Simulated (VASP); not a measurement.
# BeSb: single point with PBE

BeSb:

```
CELL_PARAMETERS angstrom
3.39150 0.00000 0.00000
-1.69575 2.93713 0.00000
0.00000 0.00000 3.26705
ATOMIC_POSITIONS crystal
Be 0.00000 0.00000 0.00000
Sb 0.33333 0.66667 0.50000
```

```json
{
 "Program": "VASP 6.6.1",
 "Task": "single point",
 "Functional": "PBE",
 "Potentials or basis": "VASP PAW PBE potentials, release 64 (Be, Sb)",
 "Cutoff": "520 eV",
 "k mesh": "6 × 6 × 6",
 "Occupations": "gaussian, width 0.1 eV",
 "Spin": "no spin polarisation",
 "Dipole correction": "no",
 "Further INCAR settings": "ALGO = Normal; EDIFF = 1e-06; NBANDS = 10"
}
```

| Property | Result |
| --- | --- |
| Pressure | 15.4 GPa |
| Band gap on the k mesh | zero (an odd number of electrons rules out a gap without spin polarisation) |

Stress tensor (GPa, compression positive):
```
12.72  0.00  0.00
 0.00 12.72  0.00
 0.00  0.00 20.62
```

Levels at points of the mesh, in eV from the Fermi level:
```tsv
k point	band 1	band 2	band 3	band 4	band 5	band 6	band 7
(0.00, 0.00, 0.00)	-13.33	-0.77	1.55	1.55	3.94	5.39	5.39
(0.50, 0.00, 0.00)	-10.37	-7.21	-1.41	2.47	3.06	5.23	6.38
(0.00, 0.00, 0.50)	-11.19	-7.81	4.66	4.66	4.75	4.75	6.79
(0.50, 0.00, 0.50)	-7.80	-5.34	-5.26	-1.64	1.82	3.05	5.11
```

Run time: 4.1 s on 1 thread of Intel(R) Xeon(R) 6975P-C (Granite Rapids), with other jobs on the host, peak memory 0.15 GiB.

Caveat: the stress differs along the axes, from 13 to 21 GPa; spin-orbit coupling is left out, which moves the levels of the heavy elements.
